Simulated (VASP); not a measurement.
# Rh (Fd-3m) in VASP: a series of runs

The runs below take Rh through single point, relaxation of cell and atoms, with PBE.

Program: VASP 6.6.1. These are calculated values, not measurements. Logs are shortened: lines on timing, memory, paths and dates and some standing lists are left out, and cuts for length are marked.

### Step 1. The cell of the first run

It takes space group Fd-3m (No. 227, cubic). The conventional cell has a = 5.512 Å, b = 5.512 Å, c = 5.512 Å, α = 90.00°, β = 90.00°, γ = 90.00°. Rh (site symmetry -43m) has 4 Rh at 2.39 Å within 3.2 Å.

This isn't the form of Rh at room conditions, which is fcc.

### Step 2. Single point, PBE

File INCAR:

```
SYSTEM = Rh
PREC = Accurate
ENCUT = 500
EDIFF = 1E-6
ISMEAR = 0
SIGMA = 0.05
LREAL = .False.
LASPH = .True.
NELM = 120
ALGO = Normal
ISIF = 2
LWAVE = .False.
LCHARG = .True.
GGA = PE
LELF = .True.
LVHAR = .True.
NBANDS = 22
GGA_COMPAT = .False.
```

File KPOINTS:

```
Automatic mesh
0
Gamma
  7 7 7
  0 0 0
```

File POSCAR:

```
Rh
1.0
    0.0000000000      2.7559886473      2.7559886473
    2.7559886473      0.0000000000      2.7559886473
    2.7559886473      2.7559886473      0.0000000000
Rh
2
Direct
    1.0000000000      1.0000000000      1.0000000000
    0.2500000000      0.2500000000      0.2500000000
```

Potentials or basis: VASP PAW PBE potentials, release 64 (Rh_pv).

Launch:

```sh
> cat potpaw_PBE.64/Rh_pv/POTCAR > POTCAR
> mpirun -np 1 vasp_std > vasp.out
```

OUTCAR:

```text
SYSTEM = Rh
   PREC = Accurate
   ENCUT = 500
   EDIFF = 1E-6
   ISMEAR = 0
   LREAL = .False.
   LASPH = .True.
   NELM = 120
   ISIF = 2
   GGA = PE

 ion  position               nearest neighbor table
   1  0.000  0.000  0.000-   2 2.39   2 2.39   2 2.39   2 2.39
   2  0.250  0.250  0.250-   1 2.39   1 2.39   1 2.39   1 2.39

  LATTYP: Found a face centered cubic cell.
 ALAT       =     5.5119772946

  Lattice vectors:

 A1 = (   0.0000000000,   2.7559886473,   2.7559886473)
 A2 = (   2.7559886473,   0.0000000000,   2.7559886473)
 A3 = (   2.7559886473,   2.7559886473,   0.0000000000)

Analysis of symmetry for initial positions (statically):
=====================================================================
 Subroutine PRICEL returns:
 Original cell was already a primitive cell.

 Routine SETGRP: Setting up the symmetry group for a
 face centered cubic supercell.

 Subroutine GETGRP returns: Found 48 space group operations
 (whereof 24 operations were pure point group operations)
 out of a pool of 48 trial point group operations.

The static configuration has the point symmetry T_d .
 The point group associated with its full space group is O_h .

Analysis of symmetry for dynamics (positions and initial velocities):
=====================================================================
 Subroutine PRICEL returns:
 Original cell was already a primitive cell.

 Routine SETGRP: Setting up the symmetry group for a
 face centered cubic supercell.

 Subroutine GETGRP returns: Found 48 space group operations
 (whereof 24 operations were pure point group operations)
 out of a pool of 48 trial point group operations.

The dynamic configuration has the point symmetry T_d .
 The point group associated with its full space group is O_h .

 Subroutine INISYM returns: Found 48 space group operations
 (whereof 24 operations are pure point group operations),
 and found     1 'primitive' translations

----------------------------------------------------------------------------------------

                                     Primitive cell

  volume of cell :      41.8661

  direct lattice vectors                    reciprocal lattice vectors
     0.000000000  2.755988647  2.755988647    -0.181423099  0.181423099  0.181423099
     2.755988647  0.000000000  2.755988647     0.181423099 -0.181423099  0.181423099
     2.755988647  2.755988647  0.000000000     0.181423099  0.181423099 -0.181423099

  length of vectors
     3.897556523  3.897556523  3.897556523     0.314234024  0.314234024  0.314234024

[... 73 lines left out ...]
   ENCUT  =  500.0 eV  36.75 Ry    6.06 a.u.   7.11  7.11  7.11*2*pi/ulx,y,z
   NELM   =    120;   NELMIN=  2; NELMDL= -5     # of ELM steps
   EDIFF  = 0.1E-05   stopping-criterion for ELM
   LREAL  =      F    real-space projection
   EDIFFG = 0.1E-04   stopping-criterion for IOM
   NSW    =      0    number of steps for IOM
   IBRION =     -1    ionic relax: 0-MD 1-quasi-New 2-CG
   NFREE  =      0    steps in history (QN), initial steepest desc. (CG)
   ISIF   =      2    stress and relaxation
   ISYM   =      2    0-nonsym 1-usesym 2-fastsym
   POTIM  = 0.5000    time-step for ionic-motion
   TEBEG  =    0.0;   TEEND  =   0.0 temperature during run
   PSTRESS=    0.0 pullay stress
   NELECT =      30.0000    total number of electrons
   NUPDOWN=      -1.0000    fix difference up-down
   EMIN   =  10.00;   EMAX   =-10.00  energy-range for DOS
   EFERMI =   0.00;   METHOD = LEGACY
   ISMEAR =     0;   SIGMA  =   0.05  broadening in eV -4-tet -1-fermi 0-gaus
   EFERMI_NEDOS =   21; number of points for ismear=-14 and -15
   IALGO  =     38    algorithm
   IMIX   =      4    mixing-type and parameters
     AMIX     =   0.40;   BMIX     =  1.00
     AMIX_MAG =   1.60;   BMIX_MAG =  1.00
  volume/ion in A,a.u.               =      20.93       141.26
  Fermi-wavevector in a.u.,A,eV,Ry     =   1.464967  2.768386 29.199846  2.146128
  Thomas-Fermi vector in A             =   2.580880
   LORBIT       =      0    0 simple, 1 ext, 2 COOP (PROOUT), +10 PAW based schemes
   GGA     = PE    functional components
   LHFCALC =     F    Hartree Fock is set to
   AEXX    =    0.0000 exact exchange contribution
   IVDW    =     0    specifies the selected vdW correction
   LEPSILON=     F    determine dielectric tensor
   LRPA    =     F    only Hartree local field effects (RPA)
 non-spin polarized calculation
 Gauss-broadening in eV      SIGMA  =   0.05
  energy-cutoff  :      500.00
  volume of cell :       41.87
 maximum number of plane-waves:      1073
   NGX = 15   NGY = 15   NGZ = 15

 number of electron      30.0000002 magnetization

 Free energy of the ion-electron system (eV)
  ---------------------------------------------------
  ext. energy  EPLUGINS =         0.00000000
  ---------------------------------------------------
  free energy    TOTEN  =       -12.29642029 eV

  energy without entropy =      -12.29343431  energy(sigma->0) =      -12.29492730

 E-fermi :   6.4033     XC(G=0): -11.1153

 val. band max:        6.3958553091   @ k =  -0.1429   0.1429   0.0000
 cond. band min:       6.4535636225   @ k =   0.4286   0.0000   0.0000
 fundamental gap:      0.0577083133
 Fermi energy:         6.4032584677

 k-point     1 :       0.0000    0.0000    0.0000
  band No.  band energies     occupation
      1     -40.7424      2.00000
      2     -40.7424      2.00000
      3     -40.7424      2.00000
      4     -40.1329      2.00000
      5     -40.1329      2.00000
      6     -40.1329      2.00000
[... 489 lines left out ...]
     21      18.4135      0.00000
     22      20.9314      0.00000

------------------------ aborting loop because EDIFF is reached ----------------------------------------

  FORCE on cell =-STRESS in cart. coord.  units (eV):
  Direction    XX          YY          ZZ          XY          YZ          ZX
  --------------------------------------------------------------------------------------
  -------------------------------------------------------------------------------------
  Total        0.0478812      0.0478812      0.0478812      0.0000000     -0.0000000      0.0000000
  in kB        1.8323694      1.8323694      1.8323694      0.0000000     -0.0000000      0.0000000
  external PRESSURE =       1.8323694 kB  Pullay stress =       0.0000000 kB

 VOLUME and BASIS-vectors are now :
 -----------------------------------------------------------------------------
  energy-cutoff  :      500.00
  volume of cell :       41.87
      direct lattice vectors                 reciprocal lattice vectors
     0.000000000  2.755988647  2.755988647    -0.181423099  0.181423099  0.181423099
     2.755988647  0.000000000  2.755988647     0.181423099 -0.181423099  0.181423099
     2.755988647  2.755988647  0.000000000     0.181423099  0.181423099 -0.181423099

 POSITION                                       TOTAL-FORCE (eV/Angst)
 -----------------------------------------------------------------------------------
      0.00000      0.00000      0.00000         0.000000      0.000000      0.000000
      1.37799      1.37799      1.37799        -0.000000     -0.000000     -0.000000
 -----------------------------------------------------------------------------------
    total drift:                                0.000000      0.000000      0.000000

  FREE ENERGIE OF THE ION-ELECTRON SYSTEM (eV)
  ---------------------------------------------------
  free  energy   TOTEN  =       -12.2964202898 eV

  energy  without entropy=      -12.2934343060  energy(sigma->0) =      -12.29492730
```

OSZICAR:

```text
N       E                     dE             d eps       ncg     rms          rms(c)
DAV:   1     0.309097895686E+03    0.30910E+03   -0.18475E+04   904   0.140E+03
DAV:   2    -0.676442886911E+01   -0.31586E+03   -0.30335E+03   946   0.429E+02
DAV:   3    -0.127764500150E+02   -0.60120E+01   -0.59793E+01   988   0.697E+01
DAV:   4    -0.128276489037E+02   -0.51199E-01   -0.51195E-01  1000   0.646E+00
DAV:   5    -0.128287305889E+02   -0.10817E-02   -0.10817E-02  1018   0.938E-01    0.972E+00
DAV:   6    -0.123195609408E+02    0.50917E+00   -0.19490E+00   988   0.130E+01    0.410E+00
DAV:   7    -0.123022445726E+02    0.17316E-01   -0.38620E-02   934   0.189E+00    0.239E+00
DAV:   8    -0.122962941236E+02    0.59504E-02   -0.69582E-03   964   0.874E-01    0.786E-02
DAV:   9    -0.122963989085E+02   -0.10478E-03   -0.26414E-04  1000   0.162E-01    0.359E-02
DAV:  10    -0.122964205761E+02   -0.21668E-04   -0.18679E-05   982   0.356E-02    0.536E-03
DAV:  11    -0.122964202898E+02    0.28633E-06   -0.84541E-07   674   0.742E-03
   1 F= -.12296420E+02 E0= -.12294927E+02  d E =-.298598E-02
```

It took 30 s on 1 thread of Intel Xeon 8259CL, shared host; peak memory 0.16 GiB.

Results:

| Item | Value |
| --- | --- |
| Free energy | -12.2964 eV |
| Pressure | 0.2 GPa |
| Band gap on the k mesh | zero (bands 15 and 16 overlap by 1.15 eV) |

Levels at points of the mesh, in eV from the Fermi level:
```tsv
k point	band 13	band 14	band 15	band 16	band 17	band 18
(0.00, 0.00, 0.00)	-1.47	-1.47	-1.47	0.31	0.31	12.47
```

### Step 3. Relaxation of cell and atoms, PBE

This run uses another cell than the first one, of 17.78 Å³/atom.

File INCAR:

```
PREC = Accurate
ENCUT = 500
EDIFF = 1E-7
ISMEAR = 0
SIGMA = 0.05
LREAL = F
LASPH = T
NELM = 120
ALGO = Normal
ISIF = 3
LWAVE = F
LCHARG = F
GGA = PE
IBRION = 2
NSW = 80
EDIFFG = -0.02
GGA_COMPAT = F
NELMIN = 4
```

File KPOINTS:

```
Automatic mesh
0
Gamma
  7 7 7
```

File POSCAR:

```
Rh
1.0
    0.0000000000      2.6100000000      2.6100000000
    2.6100000000      0.0000000000      2.6100000000
    2.6100000000      2.6100000000      0.0000000000
Rh
2
Direct
    1.0000000000      1.0000000000      1.0000000000
    0.2500000000      0.2500000000      0.2500000000
```

Potentials or basis: VASP PAW PBE potentials, release 64 (Rh_pv).

Launch:

```sh
> cat potpaw_PBE.64/Rh_pv/POTCAR > POTCAR
> mpirun -np 1 vasp_std > vasp.out
```

It took 2 min on 1 thread of Intel Xeon 8259CL, shared host; peak memory 0.16 GiB.

Results (log left out):

```yaml
Free_energy: -12.2931 eV
Relaxed_volume: 20.94 Å³/atom
Relaxed_cell: a = 3.898 Å, b = 3.898 Å, c = 3.898 Å, α = 60.00°, β = 60.00°, γ = 60.00°
Space_group_after_relaxing_to_0.1_Å: Fd-3m (No. 227)
Energy_gained_by_relaxing: 272.4 meV/atom
Ionic_steps: 5
Pressure_after_relaxing: 0.0 GPa
Band_gap_on_the_k_mesh: zero (bands 15 and 16 overlap by 1.15 eV)
```

The path:
```tsv
step	energy change (eV)	largest force (eV/Å)	pressure (GPa)	volume (Å³)
1	0.0000	0.0000	32.52	35.56
2	0.7265	0.0000	-18.75	57.55
3	-0.5397	0.0000	-2.18	42.60
4	-0.5444	0.0000	-0.53	42.04
5	-0.5447	0.0000	0.01	41.87
```

Final structure:
```
CELL_PARAMETERS angstrom
0.00000 2.75611 2.75611
2.75611 0.00000 2.75611
2.75611 2.75611 0.00000
ATOMIC_POSITIONS crystal
Rh 0.00000 0.00000 0.00000
Rh 0.25000 0.25000 0.25000
```

Levels at points of the mesh, in eV from the Fermi level:
| k point | band 11 | band 12 | band 13 | band 14 | band 15 | band 16 | band 17 | band 18 | band 19 |
| --- | --- | --- | --- | --- | --- | --- | --- | --- | --- |
| (0.00, 0.00, 0.00) | -3.93 | -3.93 | -1.47 | -1.47 | -1.47 | 0.31 | 0.31 | 12.66 | 12.66 |

Caveat: the volume moved by over 15 % at a fixed basis, so the end points are rough.
